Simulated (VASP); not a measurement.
Set up this calculation in VASP 6.6.1, as the native input.

| Quantity | Value |
| --- | --- |
| Task | relaxation of shape and atoms at fixed volume |
| Functional | LDA |
| Potentials or basis | VASP PAW LDA potentials, release 64 (V_sv) |
| Cutoff | 600 eV |
| k mesh | 18 × 18 × 10 |
| Occupations | fermi-dirac, width 0.08 eV |
| Spin | no spin polarisation |
| Dipole correction | no |
| Further INCAR settings | ALGO = Normal; EDIFF = 1e-06; IBRION = 2; EDIFFG = -0.005; NSW = 50; ISIF = 4 |

The structure of V lies in POSCAR:

```
V
1.0
    2.2315315734      0.0000000000      0.0000000000
   -1.1157657867      1.9325630319      0.0000000000
    0.0000000000      0.0000000000      4.0673528023
V
2
Direct
    0.3333333333      0.6666666667      0.2500000000
    0.6666666667      0.3333333333      0.7500000000
```

These files were run (other wordings do the same):

INCAR

```
SYSTEM = V
PREC = Accurate
ENCUT = 600
EDIFF = 1E-6
ISMEAR = -1
SIGMA = 0.08
LREAL = .FALSE.
LASPH = .TRUE.
NELM = 60
ALGO = Normal
ISIF = 4
LWAVE = .FALSE.
LCHARG = .FALSE.
GGA = CA
IBRION = 2
NSW = 50
EDIFFG = -0.005
```

KPOINTS

```
regular mesh
0
G
  18 18 10
  0 0 0
```

Potentials or basis: VASP PAW LDA potentials, release 64 (V_sv).

Launch:

```console
$ cat potpaw_LDA.64/V_sv/POTCAR > POTCAR
$ mpirun -np 1 vasp_std > vasp.out
```

Results of the run:

The energy gained by relaxing is 0.3 meV/atom, the ionic steps are 3 and the pressure after relaxing is 156.0 GPa. The band gap on the k mesh is zero (band 13 reaches 19.06 eV, above the bottom of band 14 at 15.32 eV).

It took 97 s on 1 thread of Intel(R) Xeon(R) Platinum 8259CL CPU @ 2.50GHz (Skylake/Cascade Lake) (shared host), peak memory 0.18 GiB.
